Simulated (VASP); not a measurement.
# SiO2 (Cmcm) in VASP: notebook

SiO2 is run at these levels: PBEsol; tasks: single point.

Program: VASP 6.6.1. These are calculated values, not measurements. Logs are shortened: lines on timing, memory, paths and dates and some standing lists are left out, and cuts for length are marked.

### Step 1. The cell of the first run

It takes space group Cmcm (No. 63, orthorhombic). The conventional cell has a = 7.248 Å, b = 16.257 Å, c = 5.251 Å, α = 90.00°, β = 90.00°, γ = 90.00°. Within 2.1 Å of Si (site symmetry m) lie 4 O at 1.56 to 1.61 Å. Within 2.1 Å of Si (site symmetry m2m) lie 4 O at 1.57 to 1.61 Å. Within 2.1 Å of O (site symmetry -1) lie 2 Si at 1.61 Å. Within 2.1 Å of O (site symmetry m) lie 2 Si at 1.57 to 1.59 Å. O (site symmetry m2m) has 2 Si at 1.56 Å within 2.1 Å. O (site symmetry 2/m) has 2 Si at 1.61 Å within 2.1 Å.

### Step 2. Single point, PBEsol (strain -0.0375 x Voigt [1, 0, 0, 0, 0, 0])

Input file INCAR:

```
SYSTEM = SiO2
ALGO = Normal
EDIFF = 1E-6
ENCUT = 520
GGA = PS
ISIF = 2
ISMEAR = 0
LASPH = .TRUE.
LCHARG = .FALSE.
LREAL = Auto
LWAVE = .FALSE.
NBANDS = 63
NELM = 80
PREC = Accurate
SIGMA = 0.05
```

Input file KPOINTS:

```
k-points
0
G
  4 4 4
  0 0 0
```

Input file POSCAR:

```
SiO2
1.0
    3.6241951395     -8.1284566593      0.0000000000
    3.6241951395      8.1284566593      0.0000000000
    0.0000000000      0.0000000000      5.2514179063
Si O
6 12
Direct
    0.0102808395      0.4026121463      0.2500000000
    0.4026121463      0.0102808395      0.7500000000
    0.5973878537      0.9897191605      0.2500000000
    0.9897191605      0.5973878537      0.7500000000
    0.4430221731      0.5569778269      0.2500000000
    0.5569778269      0.4430221731      0.7500000000
    0.0000000000      0.5000000000      0.5000000000
    0.5000000000      0.0000000000      0.5000000000
    0.5000000000      0.0000000000      0.0000000000
    0.0000000000      0.5000000000      0.0000000000
    0.2099831976      0.4362740928      0.2500000000
    0.4362740928      0.2099831976      0.7500000000
    0.5637259072      0.7900168024      0.2500000000
    0.7900168024      0.5637259072      0.7500000000
    0.8307346196      0.1692653804      0.2500000000
    0.1692653804      0.8307346196      0.7500000000
    0.5000000000      0.5000000000      0.0000000000
    0.5000000000      0.5000000000      0.5000000000
```

Potentials or basis: VASP PAW PBE potentials, release 64 (Si, O).

The run is started by

```
cat potpaw_PBE.64/Si/POTCAR potpaw_PBE.64/O/POTCAR > POTCAR
mpirun -np 1 vasp_std > vasp.out
```

OUTCAR:

```text
SYSTEM = SiO2
   EDIFF = 1E-6
   ENCUT = 520
   GGA = PS
   ISIF = 2
   ISMEAR = 0
   LASPH = .TRUE.
   LREAL = Auto
   NELM = 80
   PREC = Accurate

 ion  position               nearest neighbor table
   1  0.010  0.403  0.250-  15 1.56  11 1.59   7 1.61  10 1.61   3 2.99   5 3.11
   2  0.403  0.010  0.750-  16 1.56  12 1.59   8 1.61   9 1.61   4 2.99   6 3.11
   3  0.597  0.990  0.250-  15 1.56  13 1.59   8 1.61   9 1.61   1 2.99   5 3.11
   4  0.990  0.597  0.750-  16 1.56  14 1.59   7 1.61  10 1.61   2 2.99   6 3.11
   5  0.443  0.557  0.250-  11 1.57  13 1.57  17 1.61  18 1.61   1 3.11   3 3.11
   6  0.557  0.443  0.750-  12 1.57  14 1.57  17 1.61  18 1.61   2 3.11   4 3.11
   7  0.000  0.500  0.500-   1 1.61   4 1.61
   8  0.500  0.000  0.500-   2 1.61   3 1.61
   9  0.500  0.000  0.000-   2 1.61   3 1.61
  10  0.000  0.500  0.000-   1 1.61   4 1.61
  11  0.210  0.436  0.250-   5 1.57   1 1.59
  12  0.436  0.210  0.750-   6 1.57   2 1.59
  13  0.564  0.790  0.250-   5 1.57   3 1.59
  14  0.790  0.564  0.750-   6 1.57   4 1.59
  15  0.831  0.169  0.250-   1 1.56   3 1.56
  16  0.169  0.831  0.750-   2 1.56   4 1.56
  17  0.500  0.500  0.000-   5 1.61   6 1.61
  18  0.500  0.500  0.500-   5 1.61   6 1.61

  LATTYP: Found a base centered orthorhombic cell.
 ALAT       =     7.2483902790
 B/A-ratio  =     2.2428308483
 C/A-ratio  =     0.7244943642

  Lattice vectors:

 A1 = (   3.6241951395,  -8.1284566593,   0.0000000000)
 A2 = (   3.6241951395,   8.1284566593,   0.0000000000)
 A3 = (   0.0000000000,   0.0000000000,   5.2514179063)

Analysis of symmetry for initial positions (statically):
=====================================================================
 Subroutine PRICEL returns:
 Original cell was already a primitive cell.

 Routine SETGRP: Setting up the symmetry group for a
 base centered orthorhombic supercell.

 Subroutine GETGRP returns: Found  8 space group operations
 (whereof  4 operations were pure point group operations)
 out of a pool of  8 trial point group operations.

The static configuration has the point symmetry C_2h.
 The point group associated with its full space group is D_2h.

Analysis of symmetry for dynamics (positions and initial velocities):
=====================================================================
 Subroutine PRICEL returns:
 Original cell was already a primitive cell.

 Routine SETGRP: Setting up the symmetry group for a
 base centered orthorhombic supercell.

 Subroutine GETGRP returns: Found  8 space group operations
 (whereof  4 operations were pure point group operations)
 out of a pool of  8 trial point group operations.

The dynamic configuration has the point symmetry C_2h.
 The point group associated with its full space group is D_2h.

 Subroutine INISYM returns: Found  8 space group operations
 (whereof  4 operations are pure point group operations),
 and found     1 'primitive' translations

----------------------------------------------------------------------------------------

                                     Primitive cell

  volume of cell :     309.4042

  direct lattice vectors                    reciprocal lattice vectors
     3.624195139 -8.128456659  0.000000000     0.137961666 -0.061512292  0.000000000
     3.624195139  8.128456659  0.000000000     0.137961666  0.061512292  0.000000000
     0.000000000  0.000000000  5.251417906     0.000000000  0.000000000  0.190424761

  length of vectors
     8.899808878  8.899808878  5.251417906     0.151053578  0.151053578  0.190424761

  position of ions in fractional coordinates (direct lattice)
     0.010280839  0.402612146  0.250000000
     0.402612146  0.010280839  0.750000000
     0.597387854  0.989719161  0.250000000
     0.989719161  0.597387854  0.750000000
     0.443022173  0.556977827  0.250000000
     0.556977827  0.443022173  0.750000000
[... 10 lines left out ...]
     0.500000000  0.500000000  0.000000000
     0.500000000  0.500000000  0.500000000

  ion indices of the primitive-cell ions
   primitive index   ion index
                 1           1
                 2           2
                 3           3
                 4           4
                 5           5
                 6           6
[... 10 lines left out ...]
                17          17
                18          18

----------------------------------------------------------------------------------------

 KPOINTS: k-points

Automatic generation of k-mesh.
 Grid dimensions read from file:
 generate k-points for:    4    4    4

 Generating k-lattice:

  Cartesian coordinates                     Fractional coordinates (reciprocal lattice)
     0.034490417 -0.015378073  0.000000000     0.250000000 -0.000000000  0.000000000
     0.034490417  0.015378073  0.000000000    -0.000000000  0.250000000  0.000000000
     0.000000000  0.000000000  0.047606190     0.000000000  0.000000000  0.250000000

  Length of vectors
     0.037763394  0.037763394  0.047606190

  Shift w.r.t. Gamma in fractional coordinates (k-lattice)
     0.000000000  0.000000000  0.000000000

 Subroutine IBZKPT returns following result:
 ===========================================

 Found     21 irreducible k-points:

 Following reciprocal coordinates:
            Coordinates               Weight
  0.000000  0.000000  0.000000      1.000000
  0.250000 -0.000000  0.000000      4.000000
  0.500000 -0.000000  0.000000      2.000000
  0.250000  0.250000  0.000000      2.000000
  0.500000  0.250000  0.000000      4.000000
 -0.250000  0.250000  0.000000      2.000000
[... 13 lines left out ...]
 -0.250000  0.250000  0.500000      2.000000
  0.500000  0.500000  0.500000      1.000000
   k-points           NKPTS =     21   k-points in BZ     NKDIM =     21   number of bands    NBANDS=     63
   number of dos      NEDOS =    301   number of ions     NIONS =     18
   total plane-waves  NPLWV = 196000
   dimension x,y,z NGX =    70 NGY =   70 NGZ =   40
   dimension x,y,z NGXF=   140 NGYF=  140 NGZF=   80
   ions per type =               6  12
   NGX,Y,Z   is equivalent  to a cutoff of  13.08, 13.08, 12.66 a.u.
   NGXF,Y,Z  is equivalent  to a cutoff of  26.15, 26.15, 25.33 a.u.
 SYSTEM =  SiO2
   PREC   = accura    normal or accurate (medium, high low for compatibility)
   ISTART =      0    job   : 0-new  1-cont  2-samecut
   ICHARG =      2    charge: 1-file 2-atom 10-const
   ISPIN  =      1    spin polarized calculation?
   LNONCOLLINEAR =      F non collinear calculations
   LSORBIT =      F    spin-orbit coupling
   LASPH  =      T    aspherical Exc in radial PAW
   ENCUT  =  520.0 eV  38.22 Ry    6.18 a.u.  16.55 16.55  9.76*2*pi/ulx,y,z
   NELM   =     80;   NELMIN=  2; NELMDL= -5     # of ELM steps
   EDIFF  = 0.1E-05   stopping-criterion for ELM
   LREAL  =      T    real-space projection
   EDIFFG = 0.1E-04   stopping-criterion for IOM
   NSW    =      0    number of steps for IOM
   IBRION =     -1    ionic relax: 0-MD 1-quasi-New 2-CG
   NFREE  =      0    steps in history (QN), initial steepest desc. (CG)
   ISIF   =      2    stress and relaxation
   ISYM   =      2    0-nonsym 1-usesym 2-fastsym
   POTIM  = 0.5000    time-step for ionic-motion
   TEBEG  =    0.0;   TEEND  =   0.0 temperature during run
   PSTRESS=    0.0 pullay stress
   NELECT =      96.0000    total number of electrons
   NUPDOWN=      -1.0000    fix difference up-down
   EMIN   =  10.00;   EMAX   =-10.00  energy-range for DOS
   EFERMI =   0.00;   METHOD = LEGACY
   ISMEAR =     0;   SIGMA  =   0.05  broadening in eV -4-tet -1-fermi 0-gaus
   EFERMI_NEDOS =   21; number of points for ismear=-14 and -15
   IALGO  =     38    algorithm
   IMIX   =      4    mixing-type and parameters
     AMIX     =   0.40;   BMIX     =  1.00
     AMIX_MAG =   1.60;   BMIX_MAG =  1.00
  volume/ion in A,a.u.               =      17.19       116.00
  Fermi-wavevector in a.u.,A,eV,Ry     =   1.108298  2.094379 16.712365  1.228324
  Thomas-Fermi vector in A             =   2.244823
   LORBIT       =      0    0 simple, 1 ext, 2 COOP (PROOUT), +10 PAW based schemes
   GGA     = PS    functional components
   LHFCALC =     F    Hartree Fock is set to
   AEXX    =    0.0000 exact exchange contribution
   IVDW    =     0    specifies the selected vdW correction
   LEPSILON=     F    determine dielectric tensor
   LRPA    =     F    only Hartree local field effects (RPA)
 non-spin polarized calculation
 Gauss-broadening in eV      SIGMA  =   0.05
  energy-cutoff  :      520.00
  volume of cell :      309.40
 maximum number of plane-waves:      8393
 NGX is ok and might be reduce to    70
   NGX = 33   NGY = 33   NGZ = 19

 number of electron      96.0000001 magnetization

 Free energy of the ion-electron system (eV)
  ---------------------------------------------------
  ext. energy  EPLUGINS =         0.00000000
  ---------------------------------------------------
  free energy    TOTEN  =      -147.37722517 eV

  energy without entropy =     -147.37722517  energy(sigma->0) =     -147.37722517

 E-fermi :  -0.7373     XC(G=0):  -7.3823

 val. band max:       -1.0408715941   @ k =   0.0000   0.0000   0.0000
 cond. band min:       4.5191977794   @ k =   0.0000   0.0000   0.0000
 fundamental gap:      5.5600693735
 Fermi energy:        -0.7373278297

 k-point     1 :       0.0000    0.0000    0.0000
  band No.  band energies     occupation
      1     -20.7347      2.00000
      2     -20.0332      2.00000
      3     -19.8855      2.00000
      4     -19.8572      2.00000
      5     -19.1786      2.00000
      6     -18.9201      2.00000
[... 52 lines left out ...]
     59       8.6244      0.00000
     60       8.6438      0.00000

 k-point     2 :       0.2500   -0.0000    0.0000
  band No.  band energies     occupation
      1     -20.6533      2.00000
      2     -20.1498      2.00000
      3     -20.0341      2.00000
      4     -19.7558      2.00000
      5     -19.0838      2.00000
      6     -18.9189      2.00000
[... 1186 lines left out ...]
     59       9.2811      0.00000
     60       9.2811      0.00000

 k-point    21 :       0.5000    0.5000    0.5000
  band No.  band energies     occupation
      1     -20.3861      2.00000
      2     -20.3861      2.00000
      3     -19.5009      2.00000
      4     -19.5009      2.00000
      5     -19.3970      2.00000
      6     -19.3970      2.00000
[... 52 lines left out ...]
     59       9.6274      0.00000
     60       9.6274      0.00000
 [bands above 60 left out]

------------------------ aborting loop because EDIFF is reached ----------------------------------------

  FORCE on cell =-STRESS in cart. coord.  units (eV):
  Direction    XX          YY          ZZ          XY          YZ          ZX
  --------------------------------------------------------------------------------------
  -------------------------------------------------------------------------------------
  Total       26.4561590      8.7559541      2.0425559      0.0000000     -0.0000000      0.0000000
  in kB      136.9970228     45.3406575     10.5768974      0.0000000     -0.0000000      0.0000000
  external PRESSURE =      64.3048592 kB  Pullay stress =       0.0000000 kB

 VOLUME and BASIS-vectors are now :
 -----------------------------------------------------------------------------
  energy-cutoff  :      520.00
  volume of cell :      309.40
      direct lattice vectors                 reciprocal lattice vectors
     3.624195139 -8.128456659  0.000000000     0.137961666 -0.061512292  0.000000000
     3.624195139  8.128456659  0.000000000     0.137961666  0.061512292  0.000000000
     0.000000000  0.000000000  5.251417906     0.000000000  0.000000000  0.190424761

 POSITION                                       TOTAL-FORCE (eV/Angst)
 -----------------------------------------------------------------------------------
      1.49640      3.18905      1.31285         1.544373      0.778123     -0.000000
      1.49640     -3.18905      3.93856         1.544373     -0.778123      0.000000
      5.75199      3.18905      1.31285        -1.544373      0.778123     -0.000000
      5.75199     -3.18905      3.93856        -1.544373     -0.778123      0.000000
      3.62420      0.92628      1.31285        -0.000000     -1.621208      0.000000
      3.62420     -0.92628      3.93856        -0.000000      1.621208      0.000000
[... 10 lines left out ...]
      3.62420      0.00000      0.00000        -0.000000     -0.000000      0.000000
      3.62420      0.00000      2.62571        -0.000000     -0.000000      0.000000
 -----------------------------------------------------------------------------------
    total drift:                                0.000000     -0.000000      0.000000

  FREE ENERGIE OF THE ION-ELECTRON SYSTEM (eV)
  ---------------------------------------------------
  free  energy   TOTEN  =      -147.3772251711 eV

  energy  without entropy=     -147.3772251711  energy(sigma->0) =     -147.37722517
```

It took 15 min on 1 thread of AMD EPYC 7R43 (Zen 3), shared host; peak memory 0.52 GiB.

Results:

- Free energy: -147.3772 eV
- Pressure: 6.4 GPa
- Largest force: 1.729 eV/Å
- Band gap on the k mesh: 5.56 eV

Forces in eV/Å, atoms in the order of the input:
```
Si   1.544  0.778  0.000
Si   1.544 -0.778  0.000
Si  -1.544  0.778  0.000
Si  -1.544 -0.778  0.000
Si   0.000 -1.621  0.000
Si   0.000  1.621  0.000
O    0.000  0.000  0.000
O    0.000  0.000  0.000
O    0.000  0.000  0.000
O    0.000  0.000  0.000
O   -0.887  0.369  0.000
O   -0.887 -0.369  0.000
O    0.887  0.369  0.000
O    0.887 -0.369  0.000
O    0.000 -0.964  0.000
O    0.000  0.964  0.000
O    0.000  0.000  0.000
O    0.000  0.000  0.000
```

Levels at points of the mesh, in eV from the valence-band top:
| k point | band 46 | band 47 | band 48 | band 49 | band 50 | band 51 |
| --- | --- | --- | --- | --- | --- | --- |
| (0.00, 0.00, 0.00) | -0.20 | -0.06 | 0.00 | 5.56 | 7.95 | 8.03 |
| (0.50, 0.00, 0.00) | -0.43 | -0.34 | -0.02 | 6.60 | 6.85 | 7.94 |
| (0.50, 0.50, 0.00) | -0.41 | -0.20 | -0.20 | 6.19 | 6.67 | 8.12 |
| (0.00, 0.00, 0.50) | -0.75 | -0.68 | -0.68 | 7.43 | 7.43 | 8.90 |
| (0.50, 0.00, 0.50) | -0.79 | -0.35 | -0.35 | 8.12 | 8.12 | 8.17 |
| (0.50, 0.50, 0.50) | -0.71 | -0.44 | -0.44 | 7.82 | 7.82 | 8.09 |

Caveat: the cell differs from its parent crystal (strain -0.0375 x Voigt [1, 0, 0, 0, 0, 0]); the stress differs along the axes, from 1 to 14 GPa; the PAW data sets were made with another functional, which shifts forces and pressure a little.

### Step 3. Single point, PBEsol (strain +0.0375 x Voigt [1, 0, 0, 0, 0, 0])

Input file INCAR:

```
SYSTEM = SiO2
PREC     = Accurate       ! precision mode
ENCUT    = 520            ! plane-wave cutoff, eV
EDIFF    = 1E-6           ! SCF threshold, eV
ISMEAR   = 0              ! smearing method
SIGMA    = 0.05           ! smearing width, eV
LREAL    = Auto         
LASPH    = .TRUE.         ! aspherical terms in the spheres
NELM     = 100            ! most SCF steps
ALGO     = Normal         ! electronic algorithm
ISIF     = 2              ! what is computed and relaxed
LWAVE    = .FALSE.        ! write WAVECAR
LCHARG   = .TRUE.         ! write CHGCAR
GGA      = PS             ! functional
LELF     = .TRUE.         ! ELF
LVHAR    = .TRUE.       
NBANDS   = 63             ! bands
```

Input file KPOINTS:

```
Automatic mesh
0
G
  4 4 4
  0 0 0
```

Changes to POSCAR since step 2:

```diff
@@ -2,4 +2,4 @@
 1.0
-    3.6241951395     -8.1284566593      0.0000000000
-    3.6241951395      8.1284566593      0.0000000000
+    3.9065999555     -8.1284566593      0.0000000000
+    3.9065999555      8.1284566593      0.0000000000
     0.0000000000      0.0000000000      5.2514179063
```

Potentials or basis: VASP PAW PBE potentials, release 64 (Si, O).

The run is started by

```
cat potpaw_PBE.64/Si/POTCAR potpaw_PBE.64/O/POTCAR > POTCAR
mpirun -np 1 vasp_std > vasp.out
```

Run time: 15 min. Hardware: 1 thread of AMD EPYC 7R43 (Zen 3), shared host; peak memory 0.53 GiB.

It converged, with:

```
Free energy            : -147.5398 eV
Pressure               : -4.3 GPa
Largest force          : 1.167 eV/Å
Band gap on the k mesh : 5.32 eV
```

Forces on the atoms (eV/Å):
```
Si  -0.981 -0.607  0.000
Si  -0.981  0.607  0.000
Si   0.981 -0.607  0.000
Si   0.981  0.607  0.000
Si   0.000  1.167  0.000
Si   0.000 -1.167  0.000
O    0.000  0.000  0.000
O    0.000  0.000  0.000
O    0.000  0.000  0.000
O    0.000  0.000  0.000
O    0.655 -0.234  0.000
O    0.655  0.234  0.000
O   -0.655 -0.234  0.000
O   -0.655  0.234  0.000
O    0.000  0.633  0.000
O    0.000 -0.633  0.000
O    0.000  0.000  0.000
O    0.000  0.000  0.000
```

Stress tensor (GPa, compression positive):
```
-9.90  0.00  0.00
 0.00 -2.78  0.00
 0.00  0.00 -0.24
```

Levels at points of the mesh, in eV from the valence-band top:
| k point | band 45 | band 46 | band 47 | band 48 | band 49 | band 50 | band 51 | band 52 |
| --- | --- | --- | --- | --- | --- | --- | --- | --- |
| (0.00, 0.00, 0.00) | -0.53 | -0.04 | 0.00 | 0.00 | 5.32 | 7.88 | 7.91 | 7.98 |
| (0.50, 0.00, 0.00) | -0.38 | -0.31 | -0.30 | -0.02 | 6.32 | 6.65 | 7.46 | 7.95 |
| (0.50, 0.50, 0.00) | -0.53 | -0.36 | -0.30 | 0.00 | 5.95 | 6.45 | 8.14 | 8.21 |
| (0.00, 0.00, 0.50) | -0.74 | -0.74 | -0.36 | -0.36 | 7.03 | 7.03 | 8.52 | 8.52 |
| (0.50, 0.00, 0.50) | -0.54 | -0.54 | -0.26 | -0.26 | 7.71 | 7.71 | 7.80 | 7.80 |
| (0.50, 0.50, 0.50) | -0.39 | -0.39 | -0.38 | -0.38 | 7.11 | 7.11 | 8.07 | 8.07 |

Caveat: the cell differs from its parent crystal (strain +0.0375 x Voigt [1, 0, 0, 0, 0, 0]); the stress differs along the axes, from -10 to -0 GPa; the PAW data sets were made with another functional, which shifts forces and pressure a little.
